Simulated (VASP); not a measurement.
# PtSe2 (P-3m1) in VASP: single point with r2SCAN

Aim: the single point of PtSe2 with r2SCAN.

All numbers are computed with VASP 6.6.1; they aren't measurements. Logs are shortened: lines on timing, memory, paths and dates and some standing lists are left out, and cuts for length are marked.

## Step 1: The cell of the first run

The structure is trigonal, space group P-3m1 (No. 164). Conventional cell: a = 3.717 Å, b = 3.717 Å, c = 5.838 Å, α = 90.00°, β = 90.00°, γ = 120.00°. Pt (site symmetry -3m) has 6 Se at 2.51 Å within 3.3 Å. Se (site symmetry 3m) has 3 Pt at 2.51 Å within 3.3 Å.

## Step 2: Single point, r2SCAN

POSCAR

```
PtSe2
1.0
    1.8583208028      3.2187060472      0.0000000000
   -1.8583208028      3.2187060472      0.0000000000
    0.0000000000      0.0000000000      5.8382322446
Pt Se
1 2
Direct
    0.0000000000      0.0000000000      0.0000000000
    0.3333333333      0.3333333333      0.2246720905
    0.6666666667      0.6666666667      0.7753279095
```

INCAR.step1

```
SYSTEM = PtSe2
PREC = Accurate
ENCUT = 520
ISMEAR = 1
SIGMA = 0.2129
LREAL = .False.
LASPH = .True.
NELM = 80
NBANDS = 18
GGA = PE
ALGO = Normal
EDIFF = 1E-4
LWAVE = .True.
LCHARG = .False.
```

INCAR.step2

```
SYSTEM = PtSe2
PREC = Accurate
ENCUT = 520
EDIFF = 1E-6
ISMEAR = 1
SIGMA = 0.2129
LREAL = .False.
LASPH = .True.
NELM = 80
ALGO = Normal
ISIF = 2
LWAVE = .False.
LCHARG = .False.
METAGGA = R2SCAN
LMIXTAU = .True.
NBANDS = 18
ISTART = 1
```

KPOINTS

```
regular mesh
0
Gamma
  8 8 5
  0 0 0
```

Potentials or basis: VASP PAW PBE potentials, release 64 (Pt, Se).

Launch:

```sh
$ cat potpaw_PBE.64/Pt/POTCAR potpaw_PBE.64/Se/POTCAR > POTCAR
$ cp INCAR.step1 INCAR
$ mpirun -np 1 vasp_std > vasp.out
$ cp INCAR.step2 INCAR
$ mpirun -np 1 vasp_std > vasp.out
```

OUTCAR:

```text
SYSTEM = PtSe2
   PREC = Accurate
   ENCUT = 520
   EDIFF = 1E-6
   ISMEAR = 1
   LREAL = .False.
   LASPH = .True.
   NELM = 80
   ISIF = 2
   METAGGA = R2SCAN
   ISTART = 1

 ion  position               nearest neighbor table
   1  0.000  0.000  0.000-   2 2.51   3 2.51   3 2.51   3 2.51   2 2.51   2 2.51
   2  0.333  0.333  0.225-   1 2.51   1 2.51   1 2.51
   3  0.667  0.667  0.775-   1 2.51   1 2.51   1 2.51

  LATTYP: Found a hexagonal cell.
 ALAT       =     3.7166416056
 C/A-ratio  =     1.5708354111

  Lattice vectors:

 A1 = (   1.8583208028,  -3.2187060472,   0.0000000000)
 A2 = (   1.8583208028,   3.2187060472,   0.0000000000)
 A3 = (   0.0000000000,   0.0000000000,   5.8382322446)

Analysis of symmetry for initial positions (statically):
=====================================================================
 Subroutine PRICEL returns:
 Original cell was already a primitive cell.

 Routine SETGRP: Setting up the symmetry group for a
 hexagonal supercell.

 Subroutine GETGRP returns: Found 12 space group operations
 (whereof 12 operations were pure point group operations)
 out of a pool of 24 trial point group operations.

The static configuration has the point symmetry D_3d.

Analysis of symmetry for dynamics (positions and initial velocities):
=====================================================================
 Subroutine PRICEL returns:
 Original cell was already a primitive cell.

 Routine SETGRP: Setting up the symmetry group for a
 hexagonal supercell.

 Subroutine GETGRP returns: Found 12 space group operations
 (whereof 12 operations were pure point group operations)
 out of a pool of 24 trial point group operations.

The dynamic configuration has the point symmetry D_3d.

 Subroutine INISYM returns: Found 12 space group operations
 (whereof 12 operations are pure point group operations),
 and found     1 'primitive' translations

----------------------------------------------------------------------------------------

                                     Primitive cell

  volume of cell :      69.8415

  direct lattice vectors                    reciprocal lattice vectors
     1.858320803  3.218706047  0.000000000     0.269060110  0.155341927  0.000000000
    -1.858320803  3.218706047  0.000000000    -0.269060110  0.155341927  0.000000000
     0.000000000  0.000000000  5.838232245     0.000000000  0.000000000  0.171284724

  length of vectors
     3.716641606  3.716641606  5.838232245     0.310683854  0.310683854  0.171284724

  position of ions in fractional coordinates (direct lattice)
     0.000000000  0.000000000  0.000000000
     0.333333333  0.333333333  0.224672091
     0.666666667  0.666666667  0.775327909

  ion indices of the primitive-cell ions
   primitive index   ion index
                 1           1
                 2           2
                 3           3

----------------------------------------------------------------------------------------

 KPOINTS: regular mesh

Automatic generation of k-mesh.
 Grid dimensions read from file:
 generate k-points for:    8    8    5

 Generating k-lattice:

  Cartesian coordinates                     Fractional coordinates (reciprocal lattice)
     0.033632514  0.019417741  0.000000000     0.125000000  0.000000000  0.000000000
    -0.033632514  0.019417741  0.000000000     0.000000000  0.125000000  0.000000000
     0.000000000  0.000000000  0.034256945     0.000000000  0.000000000  0.200000000

  Length of vectors
     0.038835482  0.038835482  0.034256945

  Shift w.r.t. Gamma in fractional coordinates (k-lattice)
     0.000000000  0.000000000  0.000000000

 Subroutine IBZKPT returns following result:
 ===========================================

 Found     40 irreducible k-points:

 Following reciprocal coordinates:
            Coordinates               Weight
  0.000000  0.000000  0.000000      1.000000
  0.125000 -0.000000  0.000000      6.000000
  0.250000 -0.000000  0.000000      6.000000
  0.375000  0.000000  0.000000      6.000000
  0.500000 -0.000000  0.000000      3.000000
  0.250000  0.125000  0.000000      6.000000
[... 16 lines left out ...]
  0.375000  0.500000  0.200000     12.000000
  0.500000  0.250000  0.200000     12.000000
 [... further k-points ...]
   k-points           NKPTS =     40   k-points in BZ     NKDIM =     40   number of bands    NBANDS=     18
   number of dos      NEDOS =    301   number of ions     NIONS =      3
   total plane-waves  NPLWV =  37632
   dimension x,y,z NGX =    28 NGY =   28 NGZ =   48
   dimension x,y,z NGXF=    56 NGYF=   56 NGZF=   96
   ions per type =               1   2
   NGX,Y,Z   is equivalent  to a cutoff of  12.52, 12.52, 13.67 a.u.
   NGXF,Y,Z  is equivalent  to a cutoff of  25.05, 25.05, 27.34 a.u.
 SYSTEM =  PtSe2
   PREC   = accura    normal or accurate (medium, high low for compatibility)
   ISTART =      1    job   : 0-new  1-cont  2-samecut
   ICHARG =      0    charge: 1-file 2-atom 10-const
   ISPIN  =      1    spin polarized calculation?
   LNONCOLLINEAR =      F non collinear calculations
   LSORBIT =      F    spin-orbit coupling
   LASPH  =      T    aspherical Exc in radial PAW
   ENCUT  =  520.0 eV  38.22 Ry    6.18 a.u.   6.91  6.91 10.86*2*pi/ulx,y,z
   NELM   =     80;   NELMIN=  2; NELMDL=  0     # of ELM steps
   EDIFF  = 0.1E-05   stopping-criterion for ELM
   LREAL  =      F    real-space projection
   EDIFFG = 0.1E-04   stopping-criterion for IOM
   NSW    =      0    number of steps for IOM
   IBRION =     -1    ionic relax: 0-MD 1-quasi-New 2-CG
   NFREE  =      0    steps in history (QN), initial steepest desc. (CG)
   ISIF   =      2    stress and relaxation
   ISYM   =      2    0-nonsym 1-usesym 2-fastsym
   POTIM  = 0.5000    time-step for ionic-motion
   TEBEG  =    0.0;   TEEND  =   0.0 temperature during run
   PSTRESS=    0.0 pullay stress
   NELECT =      22.0000    total number of electrons
   NUPDOWN=      -1.0000    fix difference up-down
   EMIN   =  10.00;   EMAX   =-10.00  energy-range for DOS
   EFERMI =   0.00;   METHOD = LEGACY
   ISMEAR =     1;   SIGMA  =   0.21  broadening in eV -4-tet -1-fermi 0-gaus
   EFERMI_NEDOS =   21; number of points for ismear=-14 and -15
   IALGO  =     38    algorithm
   IMIX   =      4    mixing-type and parameters
     AMIX     =   0.40;   BMIX     =  1.00
     AMIX_MAG =   1.60;   BMIX_MAG =  1.00
  volume/ion in A,a.u.               =      23.28       157.10
  Fermi-wavevector in a.u.,A,eV,Ry     =   1.113896  2.104958 16.881620  1.240764
  Thomas-Fermi vector in A             =   2.250485
   LORBIT       =      0    0 simple, 1 ext, 2 COOP (PROOUT), +10 PAW based schemes
   METAGGA = R2SCAN    functional components
   LHFCALC =     F    Hartree Fock is set to
   AEXX    =    0.0000 exact exchange contribution
   IVDW    =     0    specifies the selected vdW correction
   LEPSILON=     F    determine dielectric tensor
   LRPA    =     F    only Hartree local field effects (RPA)
 non-spin polarized calculation
 Methfessel and Paxton  Order N= 1 SIGMA  =   0.21
  energy-cutoff  :      520.00
  volume of cell :       69.84
 maximum number of plane-waves:      1890
   NGX = 13   NGY = 13   NGZ = 21

 number of electron      21.9999997 magnetization

 Free energy of the ion-electron system (eV)
  ---------------------------------------------------
  ext. energy  EPLUGINS =         0.00000000
  ---------------------------------------------------
  free energy    TOTEN  =       -81.49728237 eV

  energy without entropy =      -81.49905557  energy(sigma->0) =      -81.49787344

 E-fermi :   4.3799     XC(G=0): -10.3652

 val. band max:        4.2722367054   @ k =   0.1250  -0.0000   0.0000
 cond. band min:       4.9569118307   @ k =   0.2500   0.2500   0.4000
 fundamental gap:      0.6846751253
 Fermi energy:         4.3799453060

 k-point     1 :       0.0000    0.0000    0.0000
  band No.  band energies     occupation
      1     -11.0006      2.00000
      2      -8.8586      2.00000
      3      -2.0658      2.00000
      4      -1.6390      2.00000
      5      -1.6390      2.00000
      6       0.6641      2.00000
[... 10 lines left out ...]
     17      12.6480      0.00000
     18      15.4645      0.00000

 k-point     2 :       0.1250   -0.0000    0.0000
  band No.  band energies     occupation
      1     -10.8255      2.00000
      2      -8.8887      2.00000
      3      -1.8760      2.00000
      4      -1.5993      2.00000
      5      -1.5325      2.00000
      6       0.4194      2.00000
[... 10 lines left out ...]
     17      13.2540      0.00000
     18      14.8508      0.00000

 k-point     3 :       0.2500   -0.0000    0.0000
  band No.  band energies     occupation
      1     -10.3502      2.00000
      2      -8.9694      2.00000
      3      -1.6114      2.00000
      4      -1.2967      2.00000
      5      -1.2202      2.00000
      6      -0.4721      2.00000
[... 10 lines left out ...]
     17      13.6552      0.00000
     18      13.9659      0.00000

 k-point     4 :       0.3750    0.0000    0.0000
  band No.  band energies     occupation
      1      -9.7497      2.00000
      2      -9.0828      2.00000
      3      -2.1364      2.00000
      4      -1.1524      2.00000
      5      -0.8270      2.00000
      6      -0.3594      2.00000
[... 10 lines left out ...]
     17      13.4364      0.00000
     18      15.0127      0.00000

 k-point     5 :       0.5000   -0.0000    0.0000
  band No.  band energies     occupation
      1      -9.3645      2.00000
      2      -9.2243      2.00000
      3      -2.6204      2.00000
      4      -1.1352      2.00000
      5      -0.5141      2.00000
      6       0.0551      2.00000
[... 10 lines left out ...]
     17      13.1554      0.00000
     18      15.3142      0.00000

 k-point     6 :       0.2500    0.1250    0.0000
  band No.  band energies     occupation
      1     -10.4993      2.00000
      2      -8.9434      2.00000
      3      -1.5372      2.00000
      4      -1.5025      2.00000
      5      -1.3628      2.00000
      6       0.0405      2.00000
[... 10 lines left out ...]
     17      13.8200      0.00000
     18      13.9985      0.00000

 k-point     7 :       0.3750    0.1250    0.0000
  band No.  band energies     occupation
      1      -9.9546      2.00000
      2      -9.0333      2.00000
      3      -1.6134      2.00000
      4      -1.3061      2.00000
      5      -0.9452      2.00000
      6      -0.5392      2.00000
[... 10 lines left out ...]
     17      13.1271      0.00000
     18      14.2405      0.00000

 k-point     8 :       0.5000    0.1250    0.0000
  band No.  band energies     occupation
      1      -9.4381      2.00000
      2      -9.1519      2.00000
      3      -2.3485      2.00000
      4      -1.2479      2.00000
      5      -0.5599      2.00000
      6      -0.0584      2.00000
[... 10 lines left out ...]
     17      13.8253      0.00000
     18      15.1471      0.00000
[... 229 lines left out ...]
     17      13.4152      0.00000
     18      13.9905      0.00000

 k-point    20 :       0.3750    0.1250    0.2000
  band No.  band energies     occupation
      1      -9.9022      2.00000
      2      -9.1012      2.00000
      3      -1.6183      2.00000
      4      -1.3313      2.00000
      5      -1.0109      2.00000
      6      -0.3328      2.00000
[... 10 lines left out ...]
     17      13.2139      0.00000
     18      14.0944      0.00000

 k-point    21 :       0.2500    0.3750    0.2000
  band No.  band energies     occupation
      1      -9.9249      2.00000
      2      -9.0658      2.00000
      3      -1.7600      2.00000
      4      -1.4053      2.00000
      5      -0.9048      2.00000
      6      -0.4165      2.00000
[... 10 lines left out ...]
     17      13.5308      0.00000
     18      14.3122      0.00000

 k-point    22 :       0.5000    0.1250    0.2000
  band No.  band energies     occupation
      1      -9.3891      2.00000
      2      -9.2006      2.00000
      3      -2.3549      2.00000
      4      -1.2489      2.00000
      5      -0.4958      2.00000
      6      -0.2090      2.00000
[... 10 lines left out ...]
     17      13.3132      0.00000
     18      14.2453      0.00000

 k-point    23 :       0.3750    0.5000    0.2000
  band No.  band energies     occupation
      1      -9.4594      2.00000
      2      -9.1193      2.00000
      3      -2.4061      2.00000
      4      -1.3037      2.00000
      5      -0.6926      2.00000
      6       0.0617      2.00000
[... 10 lines left out ...]
     17      13.9937      0.00000
     18      14.2193      0.00000

 k-point    24 :       0.5000    0.2500    0.2000
  band No.  band energies     occupation
      1      -9.4590      2.00000
      2      -9.1303      2.00000
      3      -1.9303      2.00000
      4      -1.3472      2.00000
      5      -0.9269      2.00000
      6      -0.2075      2.00000
[... 10 lines left out ...]
     17      13.7879      0.00000
     18      14.2915      0.00000

 [... further k-points ...]

------------------------ aborting loop because EDIFF is reached ----------------------------------------

  FORCE on cell =-STRESS in cart. coord.  units (eV):
  Direction    XX          YY          ZZ          XY          YZ          ZX
  --------------------------------------------------------------------------------------
  -------------------------------------------------------------------------------------
  Total        0.0431691      0.0431691      0.0043564      0.0000000      0.0000000      0.0000000
  in kB        0.9903068      0.9903068      0.0999366      0.0000000      0.0000000      0.0000000
  external PRESSURE =       0.6935167 kB  Pullay stress =       0.0000000 kB

 VOLUME and BASIS-vectors are now :
 -----------------------------------------------------------------------------
  energy-cutoff  :      520.00
  volume of cell :       69.84
      direct lattice vectors                 reciprocal lattice vectors
     1.858320803  3.218706047  0.000000000     0.269060110  0.155341927  0.000000000
    -1.858320803  3.218706047  0.000000000    -0.269060110  0.155341927  0.000000000
     0.000000000  0.000000000  5.838232245     0.000000000  0.000000000  0.171284724

 POSITION                                       TOTAL-FORCE (eV/Angst)
 -----------------------------------------------------------------------------------
      0.00000      0.00000      0.00000        -0.000000     -0.000000      0.000000
      0.00000      2.14580      1.31169        -0.000000      0.000000      0.009875
      0.00000      4.29161      4.52654         0.000000     -0.000000     -0.009875
 -----------------------------------------------------------------------------------
    total drift:                               -0.000000     -0.000000      0.000000

  FREE ENERGIE OF THE ION-ELECTRON SYSTEM (eV)
  ---------------------------------------------------
  free  energy   TOTEN  =       -81.4972823663 eV

  energy  without entropy=      -81.4990555732  energy(sigma->0) =      -81.49787344
```

Run time: 5.6 min. Hardware: 1 thread of Intel Xeon 8259CL, shared host; peak memory 0.23 GiB.

What came out:

| Item | Value |
| --- | --- |
| Free energy | -81.4973 eV |
| Pressure | 0.1 GPa |
| Largest force | 0.010 eV/Å |
| Band gap on the k mesh | 0.68 eV, indirect (least direct gap 1.04 eV) |

Forces in eV/Å, atoms in the order of the input:
```
Pt   0.000  0.000  0.000
Se   0.000  0.000  0.010
Se   0.000  0.000 -0.010
```

Caveat: the PAW data sets were made with another functional, which shifts forces and pressure a little; spin-orbit coupling is left out, which moves the levels of the heavy elements. r2SCAN opens gaps a little over a GGA but as a rule still falls short of measured ones.
